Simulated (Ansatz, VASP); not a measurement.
# GaSb2 in VASP and in Ansatz

INCAR

```
SYSTEM = GaSb2
ALGO = Normal
EDIFF = 1E-7
ENCUT = 520
GGA = PE
ISIF = 2
ISMEAR = 0
LASPH = .TRUE.
LCHARG = .FALSE.
LREAL = .FALSE.
LWAVE = .FALSE.
NBANDS = 18
NELM = 80
PREC = Accurate
SIGMA = 0.1
```

Contents of KPOINTS:

```
k-points
0
G
  2 6 6
  0 0 0
```

Contents of POSCAR:

```
GaSb2
1.0
    8.2705738990      0.0000000000      0.0000000000
    0.0000000000      1.7427920638      2.6923775334
    0.0000000000     -1.7427920638      2.6923775334
Ga Sb
1 2
Direct
    0.0000000000      0.7249411736      0.7249411736
    0.3107557328      0.1394190400      0.1394190400
    0.6892442672      0.1394190400      0.1394190400
```

Input for Ansatz:

```yaml
crystal:
  lattice:
    - [8.270573899, 0.0, 0.0]
    - [0.0, 1.7427920638, 2.6923775334]
    - [0.0, -1.7427920638, 2.6923775334]
  atoms:
    - { symbol: Ga, position: [0.0, 0.7249411736, 0.7249411736] }
    - { symbol: Sb, position: [0.3107557328, 0.13941904, 0.13941904] }
    - { symbol: Sb, position: [0.6892442672, 0.13941904, 0.13941904] }
basis:
  ecutwfc: 420
kpoints:
  mp_grid: { grid: [2, 6, 6] }
hamiltonian:
  xc: pbe
scf:
  occupations: { method: gaussian, width: 0.1 }
  lower_state_search: "off"
output:
  forces: true
  stress: true
  eigenvalues: true
```

Change from the starting cell: the structure that the rattled cell fell into.

Alike in both runs: task single point; functional PBE; k mesh 2 × 6 × 6; occupations gaussian, width 0.1 eV; no spin polarisation.

```csv
,VASP,Ansatz
version,VASP 6.6.1,Ansatz 0.2.0
potentials or method,"VASP PAW PBE potentials, release 64 (Ga_d, Sb), cutoff 520 eV","scalar-relativistic, plane waves, PAW"
valence electrons in the cell,23,43
```

VASP gave:

```
gap on the k mesh at the Fermi level (eV)                     : none
pressure (GPa)                                                : 0.4
traceless stress, the component that is largest in VASP (GPa) : 0.98
rms of the force components (eV/Å)                            : 0.093
```

**Question.** Estimate Ansatz's values.

**Answer.** gap on the k mesh at the Fermi level (eV): none; pressure (GPa): 0.5; traceless stress, the component that is largest in VASP (GPa): 0.96; rms of the force components (eV/Å): 0.092.

Atom by atom the forces differ by 0.000 eV/Å (rms over components). A gap of «none» marks a metal or a gap that the smearing closes. The functional is the same, so the differences come from potentials, cutoffs and numerics. VASP's potentials hold 23 valence electrons a cell and Ansatz's 43, so a difference there can come from the potentials and not from the codes.

The k mesh is coarse, so the values compare programs but aren't converged. Neither program's run includes spin-orbit coupling.
